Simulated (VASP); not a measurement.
Eu3Si: single point with PBE+U

Eu3Si:

```
CELL_PARAMETERS angstrom
4.93304 0.00000 0.00000
0.00000 4.93304 0.00000
0.00000 0.00000 4.93304
ATOMIC_POSITIONS crystal
Eu 0.00000 0.50000 0.50000
Eu 0.50000 0.50000 0.00000
Eu 0.50000 0.00000 0.50000
Si 0.00000 0.00000 0.00000
```

```yaml
Program: VASP 6.6.1
Task: single point
Functional: PBE
Potentials_or_basis: VASP PAW PBE potentials, release 64 (Eu, Si)
Cutoff: 520 eV
k_mesh: 6 × 6 × 6
Occupations: gaussian, width 0.05 eV
Spin: collinear spin
Starting_moments: "[7.8, 7.8, 7.8, -0.19] μB"
Hubbard_terms: Eu f U = 6.0 eV
```

The pressure is 1.1 GPa, the net moment is 21.70 μB per cell and the site moments are Eu +6.80; Si -0.09 μB. The valence electrons inside the program's atomic spheres are Eu 14.94; Si 1.57.

Levels at points of the mesh, in eV from the Fermi level:
Spin up:
```
           k point  band 35  band 36  band 37  band 38  band 39  band 40
(0.00, 0.00, 0.00)    -1.57    -0.72    -0.72    -0.31    -0.31    -0.31
(0.50, 0.00, 0.00)    -1.59    -1.15    -0.87    -0.87     0.33     0.92
(0.50, 0.50, 0.00)    -1.60    -1.57    -1.14    -0.38     0.71     0.73
(0.50, 0.50, 0.50)    -1.32    -1.32    -1.32    -0.63    -0.63    -0.63
```
Spin down:
| k point | band 13 | band 14 | band 15 | band 16 | band 17 | band 18 | band 19 | band 20 | band 21 | band 22 |
| --- | --- | --- | --- | --- | --- | --- | --- | --- | --- | --- |
| (0.00, 0.00, 0.00) | -7.15 | -2.11 | -0.02 | -0.02 | 0.16 | 0.16 | 0.16 | 0.67 | 0.67 | 0.67 |
| (0.50, 0.00, 0.00) | -6.45 | -2.81 | -0.76 | -0.76 | -0.50 | 1.33 | 1.58 | 2.50 | 2.88 | 2.88 |
| (0.50, 0.50, 0.00) | -6.28 | -1.84 | -1.84 | -1.23 | 0.65 | 1.57 | 1.57 | 2.06 | 2.88 | 2.92 |
| (0.50, 0.50, 0.50) | -6.60 | -0.60 | -0.60 | -0.60 | -0.31 | -0.31 | -0.31 | 3.07 | 3.30 | 3.30 |

Eigenvalues of the final occupation matrices:
```csv
site,spin,trace,eigenvalues
site 1 f,1,6.80,0.97 0.97 0.97 0.97 0.97 0.97 0.97
site 1 f,2,0.00,0.00 0.00 0.00 0.00 0.00 0.00 0.00
site 2 f,1,6.80,0.97 0.97 0.97 0.97 0.97 0.97 0.97
site 2 f,2,0.00,0.00 0.00 0.00 0.00 0.00 0.00 0.00
site 3 f,1,6.80,0.97 0.97 0.97 0.97 0.97 0.97 0.97
site 3 f,2,0.00,0.00 0.00 0.00 0.00 0.00 0.00 0.00
```

Wall time 7 min on 1 thread of Intel(R) Xeon(R) Platinum 8488C (Sapphire Rapids) (shared host), peak memory 0.38 GiB.

Caveat: the highest band is partly filled, so the run has too few bands; spin-orbit coupling is left out, which moves the levels of the heavy elements.
